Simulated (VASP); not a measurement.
# H (P6_3/mmc) in VASP: further runs, part 2 of 2

VASP 6.6.1.

### 3 Single point, r2SCAN (biaxial strain in the a-b plane: +6.0 %)

POSCAR

```
H
1.0
    4.1094475205      0.0000000000      0.0000000000
   -2.0547237602      3.5588859483      0.0000000000
    0.0000000000      0.0000000000      5.2369725783
H
4
Direct
    0.3333333333      0.6666666667      0.1870316952
    0.6666666667      0.3333333333      0.6870316952
    0.6666666667      0.3333333333      0.8129683048
    0.3333333333      0.6666666667      0.3129683048
```

INCAR.step1

```
SYSTEM = H
PREC = Accurate
ENCUT = 520
ISMEAR = 0
SIGMA = 0.02
LREAL = .FALSE.
LASPH = .TRUE.
NELM = 100
NBANDS = 10
GGA = PE
ALGO = Normal
EDIFF = 1E-4
LWAVE = .TRUE.
LCHARG = .FALSE.
```

INCAR.step2

```
SYSTEM = H
PREC = Accurate
ENCUT = 520
EDIFF = 1E-6
ISMEAR = 0
SIGMA = 0.02
LREAL = .FALSE.
LASPH = .TRUE.
NELM = 100
ALGO = Normal
ISIF = 2
LWAVE = .FALSE.
LCHARG = .FALSE.
METAGGA = R2SCAN
LMIXTAU = .TRUE.
NBANDS = 10
ISTART = 1
```

KPOINTS

```
Automatic mesh
0
G
  9 9 4
  0 0 0
```

Potentials or basis: VASP PAW PBE potentials, release 64 (H).

The run is started by

```bash
$ cat potpaw_PBE.64/H/POTCAR > POTCAR
$ cp INCAR.step1 INCAR
$ mpirun -np 1 vasp_std > vasp.out
$ cp INCAR.step2 INCAR
$ mpirun -np 1 vasp_std > vasp.out
```

OUTCAR:

```text
SYSTEM = H
   PREC = Accurate
   ENCUT = 520
   EDIFF = 1E-6
   ISMEAR = 0
   LREAL = .FALSE.
   LASPH = .TRUE.
   NELM = 100
   ISIF = 2
   METAGGA = R2SCAN
   ISTART = 1

 ion  position               nearest neighbor table
   1  0.333  0.667  0.187-   4 0.66
   2  0.667  0.333  0.687-   3 0.66
   3  0.667  0.333  0.813-   2 0.66
   4  0.333  0.667  0.313-   1 0.66

  LATTYP: Found a hexagonal cell.
 ALAT       =     4.1094475205
 C/A-ratio  =     1.2743738793

  Lattice vectors:

 A1 = (   4.1094475205,   0.0000000000,   0.0000000000)
 A2 = (  -2.0547237602,   3.5588859483,   0.0000000000)
 A3 = (   0.0000000000,   0.0000000000,   5.2369725783)

Analysis of symmetry for initial positions (statically):
=====================================================================
 Subroutine PRICEL returns:
 Original cell was already a primitive cell.

 Routine SETGRP: Setting up the symmetry group for a
 hexagonal supercell.

 Subroutine GETGRP returns: Found 24 space group operations
 (whereof 12 operations were pure point group operations)
 out of a pool of 24 trial point group operations.

The static configuration has the point symmetry D_3d.
 The point group associated with its full space group is D_6h.

Analysis of symmetry for dynamics (positions and initial velocities):
=====================================================================
 Subroutine PRICEL returns:
 Original cell was already a primitive cell.

 Routine SETGRP: Setting up the symmetry group for a
 hexagonal supercell.

 Subroutine GETGRP returns: Found 24 space group operations
 (whereof 12 operations were pure point group operations)
 out of a pool of 24 trial point group operations.

The dynamic configuration has the point symmetry D_3d.
 The point group associated with its full space group is D_6h.

 Subroutine INISYM returns: Found 24 space group operations
 (whereof 12 operations are pure point group operations),
 and found     1 'primitive' translations

----------------------------------------------------------------------------------------

                                     Primitive cell

  volume of cell :      76.5910

  direct lattice vectors                    reciprocal lattice vectors
     4.109447520  0.000000000  0.000000000     0.243341713  0.140493404  0.000000000
    -2.054723760  3.558885948  0.000000000     0.000000000  0.280986807  0.000000000
     0.000000000  0.000000000  5.236972578     0.000000000  0.000000000  0.190950016

  length of vectors
     4.109447520  4.109447520  5.236972578     0.280986807  0.280986807  0.190950016

  position of ions in fractional coordinates (direct lattice)
     0.333333333  0.666666667  0.187031695
     0.666666667  0.333333333  0.687031695
     0.666666667  0.333333333  0.812968305
     0.333333333  0.666666667  0.312968305

  ion indices of the primitive-cell ions
   primitive index   ion index
                 1           1
                 2           2
                 3           3
                 4           4

----------------------------------------------------------------------------------------
[... 49 lines left out ...]
  0.333333  0.222222  0.250000     24.000000
  0.333333  0.333333  0.250000      4.000000
 [... further k-points ...]
   k-points           NKPTS =     36   k-points in BZ     NKDIM =     36   number of bands    NBANDS=     10
   number of dos      NEDOS =    301   number of ions     NIONS =      4
   total plane-waves  NPLWV =  40960
   dimension x,y,z NGX =    32 NGY =   32 NGZ =   40
   dimension x,y,z NGXF=    64 NGYF=   64 NGZF=   80
   ions per type =               4
   NGX,Y,Z   is equivalent  to a cutoff of  12.95, 12.95, 12.70 a.u.
   NGXF,Y,Z  is equivalent  to a cutoff of  25.89, 25.89, 25.40 a.u.
 SYSTEM =  H
   PREC   = accura    normal or accurate (medium, high low for compatibility)
   ISTART =      1    job   : 0-new  1-cont  2-samecut
   ICHARG =      0    charge: 1-file 2-atom 10-const
   ISPIN  =      1    spin polarized calculation?
   LNONCOLLINEAR =      F non collinear calculations
   LSORBIT =      F    spin-orbit coupling
   LASPH  =      T    aspherical Exc in radial PAW
   ENCUT  =  520.0 eV  38.22 Ry    6.18 a.u.   7.64  7.64  9.74*2*pi/ulx,y,z
   NELM   =    100;   NELMIN=  2; NELMDL=  0     # of ELM steps
   EDIFF  = 0.1E-05   stopping-criterion for ELM
   LREAL  =      F    real-space projection
   EDIFFG = 0.1E-04   stopping-criterion for IOM
   NSW    =      0    number of steps for IOM
   IBRION =     -1    ionic relax: 0-MD 1-quasi-New 2-CG
   NFREE  =      0    steps in history (QN), initial steepest desc. (CG)
   ISIF   =      2    stress and relaxation
   ISYM   =      2    0-nonsym 1-usesym 2-fastsym
   POTIM  = 0.5000    time-step for ionic-motion
   TEBEG  =    0.0;   TEEND  =   0.0 temperature during run
   PSTRESS=    0.0 pullay stress
   NELECT =       4.0000    total number of electrons
   NUPDOWN=      -1.0000    fix difference up-down
   EMIN   =  10.00;   EMAX   =-10.00  energy-range for DOS
   EFERMI =   0.00;   METHOD = LEGACY
   ISMEAR =     0;   SIGMA  =   0.02  broadening in eV -4-tet -1-fermi 0-gaus
   EFERMI_NEDOS =   21; number of points for ismear=-14 and -15
   IALGO  =     38    algorithm
   IMIX   =      4    mixing-type and parameters
     AMIX     =   0.40;   BMIX     =  1.00
     AMIX_MAG =   1.60;   BMIX_MAG =  1.00
  volume/ion in A,a.u.               =      19.15       129.22
  Fermi-wavevector in a.u.,A,eV,Ry     =   0.611931  1.156381  5.094826  0.374459
  Thomas-Fermi vector in A             =   1.668034
   LORBIT       =      0    0 simple, 1 ext, 2 COOP (PROOUT), +10 PAW based schemes
   METAGGA = R2SCAN    functional components
   LHFCALC =     F    Hartree Fock is set to
   AEXX    =    0.0000 exact exchange contribution
   IVDW    =     0    specifies the selected vdW correction
   LEPSILON=     F    determine dielectric tensor
   LRPA    =     F    only Hartree local field effects (RPA)
 non-spin polarized calculation
 Gauss-broadening in eV      SIGMA  =   0.02
  energy-cutoff  :      520.00
  volume of cell :       76.59
 maximum number of plane-waves:      2101
 NGX is ok and might be reduce to    32
   NGX = 15   NGY = 15   NGZ = 19

 number of electron       3.9999997 magnetization

 Free energy of the ion-electron system (eV)
  ---------------------------------------------------
  ext. energy  EPLUGINS =         0.00000000
  ---------------------------------------------------
  free energy    TOTEN  =       -13.51222184 eV

  energy without entropy =      -13.51222184  energy(sigma->0) =      -13.51222184

 E-fermi : -10.0800     XC(G=0):  -3.6244

 val. band max:      -10.2058622546   @ k =   0.0000   0.0000   0.0000
 cond. band min:       1.5182441389   @ k =   0.0000   0.0000   0.0000
 fundamental gap:     11.7241063935
 Fermi energy:       -10.0800024436

 k-point     1 :       0.0000    0.0000    0.0000
  band No.  band energies     occupation
      1     -11.0680      2.00000
      2     -10.2059      2.00000
      3       1.5182      0.00000
      4       2.7542      0.00000
      5       6.4034      0.00000
      6       7.9944      0.00000
      7       7.9949      0.00000
      8       8.1014      0.00000
      9       9.3194      0.00000
     10       9.3208      0.00000
[... 287 lines left out ...]
 k-point    24 :       0.3333    0.3333    0.2500
  band No.  band energies     occupation
      1     -10.4671      2.00000
      2     -10.4671      2.00000
      3       2.4640      0.00000
      4       2.6261      0.00000
      5       2.6262      0.00000
      6       5.2524      0.00000
      7       6.3414      0.00000
      8       6.3417      0.00000
      9      10.9347      0.00000
     10      11.6216      0.00000

 [... further k-points ...]

------------------------ aborting loop because EDIFF is reached ----------------------------------------

  FORCE on cell =-STRESS in cart. coord.  units (eV):
  Direction    XX          YY          ZZ          XY          YZ          ZX
  --------------------------------------------------------------------------------------
  -------------------------------------------------------------------------------------
  Total       -0.0458208     -0.0458208      5.1821553     -0.0000000      0.0000000      0.0000000
  in kB       -0.9585081     -0.9585081    108.4034727     -0.0000000      0.0000000      0.0000000
  external PRESSURE =      35.4954855 kB  Pullay stress =       0.0000000 kB

 VOLUME and BASIS-vectors are now :
 -----------------------------------------------------------------------------
  energy-cutoff  :      520.00
  volume of cell :       76.59
      direct lattice vectors                 reciprocal lattice vectors
     4.109447520  0.000000000  0.000000000     0.243341713  0.140493404  0.000000000
    -2.054723760  3.558885948  0.000000000     0.000000000  0.280986807  0.000000000
     0.000000000  0.000000000  5.236972578     0.000000000  0.000000000  0.190950016

 POSITION                                       TOTAL-FORCE (eV/Angst)
 -----------------------------------------------------------------------------------
     -0.00000      2.37259      0.97948         0.000000      0.000000     -3.957020
      2.05472      1.18630      3.59797        -0.000000     -0.000000     -3.957020
      2.05472      1.18630      4.25749        -0.000000      0.000000      3.957020
     -0.00000      2.37259      1.63901         0.000000     -0.000000      3.957020
 -----------------------------------------------------------------------------------
    total drift:                               -0.000000      0.000000     -0.000000

  FREE ENERGIE OF THE ION-ELECTRON SYSTEM (eV)
  ---------------------------------------------------
  free  energy   TOTEN  =       -13.5122218407 eV

  energy  without entropy=      -13.5122218407  energy(sigma->0) =      -13.51222184
```

It took 58 s on 1 thread of Intel Xeon 6975P-C (Granite Rapids), shared host; peak memory 0.19 GiB.

Results:

* Free energy: -13.5122 eV
* Pressure: 3.5 GPa
* Largest force: 3.957 eV/Å
* Band gap on the k mesh: 11.72 eV

Forces in eV/Å, atoms in the order of the input:
```
H    0.000  0.000 -3.957
H    0.000  0.000 -3.957
H    0.000  0.000  3.957
H    0.000  0.000  3.957
```

Stress tensor (GPa, compression positive):
```
-0.10  0.00  0.00
 0.00 -0.10  0.00
 0.00  0.00 10.84
```

Levels at points of the mesh, in eV from the valence-band top:
| k point | band 1 | band 2 | band 3 | band 4 | band 5 | band 6 | band 7 |
| --- | --- | --- | --- | --- | --- | --- | --- |
| (0.00, 0.00, 0.00) | -0.86 | 0.00 | 11.72 | 12.96 | 16.61 | 18.20 | 18.20 |
| (0.00, 0.00, 0.50) | -0.45 | -0.45 | 12.06 | 12.06 | 18.77 | 18.77 | 19.20 |

Caveat: the cell differs from its parent crystal (biaxial strain in the a-b plane: +6.0 %); the cell stands under pressure; the PAW data sets were made with another functional, which shifts forces and pressure a little; an odd mesh through Γ misses points on the zone boundary, where band edges can lie.

### 4 Single point, r2SCAN (biaxial strain in the a-b plane: +6.0 %, then relaxed in part)

POSCAR

```
H
1.0
    4.1094475205      0.0000000000      0.0000000000
   -2.0547237602      3.5588859483      0.0000000000
    0.0000000000      0.0000000000      6.1269597383
H
4
Direct
    0.3333333333      0.6666666667      0.1894996560
    0.6666666667      0.3333333333      0.6894996560
    0.6666666667      0.3333333333      0.8105003440
    0.3333333333      0.6666666667      0.3105003440
```

INCAR.step1

```
ALGO     = Normal         # electronic algorithm
EDIFF    = 1E-4           # SCF threshold, eV
ENCUT    = 520            # plane-wave cutoff, eV
GGA      = PE             # functional
ISMEAR   = 0              # smearing method
LASPH    = T              # aspherical terms in the spheres
LCHARG   = F              # write CHGCAR
LREAL    = F              # projectors in reciprocal space
LWAVE    = T              # write WAVECAR
NBANDS   = 10             # bands
NELM     = 80             # most SCF steps
PREC     = Accurate       # precision mode
SIGMA    = 0.02           # smearing width, eV
```

INCAR.step2

```
ALGO     = Normal         # electronic algorithm
EDIFF    = 1E-7           # SCF threshold, eV
ENCUT    = 520            # plane-wave cutoff, eV
ISIF     = 2              # what is computed and relaxed
ISMEAR   = 0              # smearing method
ISTART   = 1            
LASPH    = T              # aspherical terms in the spheres
LCHARG   = F              # write CHGCAR
LMIXTAU  = T            
LREAL    = F              # projectors in reciprocal space
LWAVE    = F              # write WAVECAR
METAGGA  = R2SCAN         # meta-GGA
NBANDS   = 10             # bands
NELM     = 80             # most SCF steps
PREC     = Accurate       # precision mode
SIGMA    = 0.02           # smearing width, eV
```

KPOINTS

```
k-points
0
Gamma
  9 9 4
```

The run is started by

```bash
$ cat potpaw_PBE.64/H/POTCAR > POTCAR
$ cp INCAR.step1 INCAR
$ mpirun -np 1 vasp_std > vasp.out
$ cp INCAR.step2 INCAR
$ mpirun -np 1 vasp_std > vasp.out
```

It took 1.7 min on 1 thread of Intel Xeon 6975P-C (Granite Rapids), shared host; peak memory 0.22 GiB.

It converged, with:

- Free energy: -13.8107 eV
- Pressure: -0.1 GPa
- Largest force: 0.006 eV/Å
- Band gap on the k mesh: 10.40 eV (least direct gap 10.42 eV)

Forces on the atoms (eV/Å):
```
H    0.000  0.000 -0.006
H    0.000  0.000 -0.006
H    0.000  0.000  0.006
H    0.000  0.000  0.006
```

Levels at points of the mesh, in eV from the valence-band top:
```csv
k point,band 1,band 2,band 3,band 4,band 5
"(0.00, 0.00, 0.00)",-0.58,-0.02,10.40,12.46,15.72
"(0.00, 0.00, 0.50)",-0.31,-0.31,11.25,11.25,16.53
```

Caveat: the cell differs from its parent crystal (biaxial strain in the a-b plane: +6.0 %, then relaxed in part); the PAW data sets were made with another functional, which shifts forces and pressure a little; an odd mesh through Γ misses points on the zone boundary, where band edges can lie.

### 5 Single point, r2SCAN

This run uses another cell than the first one, of 17.68 Å³/atom.

POSCAR

```
H
1.0
    3.8768372835      0.0000000000      0.0000000000
   -1.9384186417      3.3574395738      0.0000000000
    0.0000000000      0.0000000000      5.4325441684
H
4
Direct
    0.3333333333      0.6666666667      0.1817391295
    0.6666666667      0.3333333333      0.6817391295
    0.6666666667      0.3333333333      0.8182608705
    0.3333333333      0.6666666667      0.3182608705
```

INCAR.step1

```
SYSTEM = H
  ALGO = Normal
  EDIFF = 1E-4
  ENCUT = 520
  GGA = PE
  ISMEAR = 0
  LASPH = .TRUE.
  LCHARG = .FALSE.
  LREAL = .FALSE.
  LWAVE = .TRUE.
  NBANDS = 10
  NELM = 80
  PREC = Accurate
  SIGMA = 0.02
```

INCAR.step2

```
SYSTEM = H
  ALGO = Normal
  EDIFF = 1E-7
  ENCUT = 520
  ISIF = 2
  ISMEAR = 0
  ISTART = 1
  LASPH = .TRUE.
  LCHARG = .FALSE.
  LMIXTAU = .TRUE.
  LREAL = .FALSE.
  LWAVE = .FALSE.
  METAGGA = R2SCAN
  NBANDS = 10
  NELM = 80
  PREC = Accurate
  SIGMA = 0.02
```

KPOINTS

```
k-points
0
G
  9 9 6
  0 0 0
```

The run is started by

```bash
$ cat potpaw_PBE.64/H/POTCAR > POTCAR
$ cp INCAR.step1 INCAR
$ mpirun -np 1 vasp_std > vasp.out
$ cp INCAR.step2 INCAR
$ mpirun -np 1 vasp_std > vasp.out
```

It took 2.4 min on 1 thread of Intel Xeon 6975P-C (Granite Rapids), shared host; peak memory 0.18 GiB.

Results (log left out):

- Free energy: -13.8079 eV
- Pressure: -0.1 GPa
- Band gap on the k mesh: 10.22 eV

Forces on the atoms (eV/Å):
```
H    0.000  0.000 -0.002
H    0.000  0.000 -0.002
H    0.000  0.000  0.002
H    0.000  0.000  0.002
```

Levels at points of the mesh, in eV from the valence-band top:
```csv
k point,band 1,band 2,band 3,band 4,band 5,band 6,band 7
"(0.00, 0.00, 0.00)",-1.05,0.00,10.22,13.00,16.25,17.06,18.59
"(0.00, 0.00, 0.50)",-0.57,-0.57,11.37,11.37,17.71,17.71,19.49
```

Caveat: the PAW data sets were made with another functional, which shifts forces and pressure a little; an odd mesh through Γ misses points on the zone boundary, where band edges can lie.

### 6 Overview

| cell | k mesh | gap on the mesh (eV) | pressure (GPa) | largest force (eV/Å) |
| --- | --- | --- | --- | --- |
| a = 3.799, b = 3.799, c = 5.825 Å, angles 90.0, 90.0, 120.0°, 4 atoms, atomic positions A | 9 × 9 × 4 | 10.01 | -0.1 | - |
| a = 4.109, b = 4.109, c = 5.237 Å, angles 90.0, 90.0, 120.0°, 4 atoms, atomic positions A | 9 × 9 × 4 | 11.72 | 3.5 | 3.96 |
| a = 4.109, b = 4.109, c = 6.127 Å, angles 90.0, 90.0, 120.0°, 4 atoms, atomic positions B | 9 × 9 × 4 | 10.40 | -0.1 | 0.01 |
| a = 3.877, b = 3.877, c = 5.433 Å, angles 90.0, 90.0, 120.0°, 4 atoms, atomic positions C | 9 × 9 × 6 | 10.22 | -0.1 | - |

Alike in all rows: task single point; level r2SCAN; potentials or basis VASP PAW PBE potentials, release 64 (H); no spin polarisation; cutoff (eV) 520; smearing gaussian 0.02 eV.

Caveats: the PAW data sets were made with another functional, which shifts forces and pressure a little; an odd mesh through Γ misses points on the zone boundary, where band edges can lie; the cell stands under pressure (at least some runs).

Absolute energies hang on the potentials; compare differences alone.
